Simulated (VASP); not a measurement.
Input of a VASP 6.6.1 run:

Contents of INCAR:

```
SYSTEM = Al
PREC = Accurate
ENCUT = 520
EDIFF = 1E-6
ISMEAR = -1
SIGMA = 0.08
LREAL = .False.
LASPH = .True.
NELM = 100
ALGO = Normal
ISIF = 2
LWAVE = .False.
LCHARG = .False.
LDIPOL = .True.
IDIPOL = 3
DIPOL = 0.5 0.5 0.500
IBRION = 2
NSW = 32
EDIFFG = -0.01
```

File KPOINTS:

```
Automatic mesh
0
Gamma
  14 14 1
  0 0 0
```

POSCAR

```
Al
1.0
    2.8168288156      0.0000000000      0.0000000000
    0.0000000000      2.8168288156      0.0000000000
    0.0000000000      0.0000000000     23.9672000000
Al
5
Direct
    0.0000000000      0.0000000000      0.3311100831
    0.5000000000      0.5000000000      0.4153402534
    0.0000000000      0.0000000000      0.4999999926
    0.5000000000      0.5000000000      0.5846597345
    0.0000000000      0.0000000000      0.6688899364
```

Potentials or basis: VASP PAW LDA potentials, release 64 (Al).

Command:

```sh
$ cat potpaw_LDA.64/Al/POTCAR > POTCAR
$ mpirun -np 1 vasp_std > vasp.out
```

(1) Predict the band gap on the k mesh.

Answers

(1) zero (an odd number of electrons rules out a gap without spin polarisation).

Caveat: the relaxation stopped at its first step, so nothing moved.
